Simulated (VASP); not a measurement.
Set up this calculation in VASP 6.6.1, as the native input.

```
Task                   : single point
Functional             : PBE
Potentials or basis    : VASP PAW PBE potentials, release 64 (Si, C)
Cutoff                 : 600 eV
k mesh                 : 10 × 10 × 6
Occupations            : gaussian, width 0.05 eV
Spin                   : no spin polarisation
Dipole correction      : no
Further INCAR settings : ALGO = Normal; EDIFF = 1e-06; NBANDS = 16
```

The structure of SiC lies in POSCAR:

```
SiC
1.0
    0.0000000000     -2.1898640950     -2.1898640950
    0.0000000000      2.1898640950     -2.1898640950
    4.3797281900      0.0000000000      0.0000000000
Si C
2 2
Direct
    0.5120357591      0.5120357591      0.5000000000
   -0.0120357591     -0.0120357591      0.0000000000
    0.9571891241      0.5428108759      0.2500000000
    0.5428108759     -0.0428108759      0.7500000000
```

This cell differs from its parent crystal: mode 7 (741.2 1/cm) frozen in, largest displacement +0.188 Å.

One way to write it, as run:

INCAR

```
PREC = Accurate ; ENCUT = 600
EDIFF = 1E-6 ; ISMEAR = 0
SIGMA = 0.05 ; LREAL = F
LASPH = T ; NELM = 120
ALGO = Normal ; ISIF = 2
LWAVE = F ; LCHARG = F
GGA = PE ; NBANDS = 16
GGA_COMPAT = F
```

KPOINTS

```
regular mesh
0
Gamma
  10 10 6
```

Potentials or basis: VASP PAW PBE potentials, release 64 (Si, C).

Launch:

```bash
$ cat potpaw_PBE.64/Si/POTCAR potpaw_PBE.64/C/POTCAR > POTCAR
$ mpirun -np 1 vasp_std > vasp.out
```

It gave:

```json
{
  "Pressure": "8.5 GPa",
  "Largest force": "4.536 eV/Å",
  "Band gap on the k mesh": "1.05 eV, indirect (least direct gap 1.61 eV)"
}
```

Caveat: the cell differs from its parent crystal (mode 7 (741.2 1/cm) frozen in, largest displacement +0.188 Å); forces of over 1 eV/Å act on the atoms, so gaps and moduli don't describe the material at rest.

Run time: 36 s on 1 thread of Intel(R) Xeon(R) 6975P-C (Granite Rapids), on a shared host, peak memory 0.22 GiB.
